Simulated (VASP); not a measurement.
Crystal: TiAl3.

```
Ti Al
1.0
    -1.91111    1.91111    4.28067
     1.91111   -1.91111    4.28067
     1.91111    1.91111   -4.28067
Ti Al
1 3
Direct
  0.00000 0.00000 0.00000
  0.50000 0.50000 0.00000
  0.75000 0.25000 0.50000
  0.25000 0.75000 0.50000
```

* Program: VASP 6.6.1
* Task: relaxation of cell and atoms
* Functional: LDA
* Potentials or basis: VASP PAW LDA potentials, release 64 (Ti_sv, Al)
* Cutoff: 600 eV
* k mesh: 14 × 14 × 14
* Occupations: gaussian, width 0.1 eV
* Spin: no spin polarisation

At the start: pressure -3.3 GPa; volume 15.63 Å³/atom.

Problem. Where does the relaxation end?

Solution. Over 9 steps the energy falls by 5.1 meV/atom and the volume is 15.17 Å³/atom (-3.0 %); space group I4/mmm (No. 139, to 0.1 Å) before and after.

The path:
```tsv
step	energy change (eV)	largest force (eV/Å)	pressure (GPa)	volume (Å³)
1	0.0000	0.0000	-3.34	62.54
2	-0.0137	0.0000	2.00	59.63
3	-0.0203	0.0000	0.01	60.66
4	-0.0203	0.0000	-0.09	60.70
5	-0.0203	0.0000	-0.07	60.70
6	-0.0203	0.0000	-0.05	60.70
7	-0.0203	0.0000	-0.03	60.68
8	-0.0203	0.0000	0.07	60.64
9	-0.0203	0.0000	0.00	60.66
```

Final structure:
```yaml
crystal:
  lattice:
    - [-1.89037, 1.89037, 4.24403]
    - [1.89037, -1.89037, 4.24403]
    - [1.89037, 1.89037, -4.24403]
  atoms:
    - { symbol: Ti, position: [0.00000, 0.00000, 0.00000] }
    - { symbol: Al, position: [0.50000, 0.50000, 0.00000] }
    - { symbol: Al, position: [0.75000, 0.25000, 0.50000] }
    - { symbol: Al, position: [0.25000, 0.75000, 0.50000] }
```
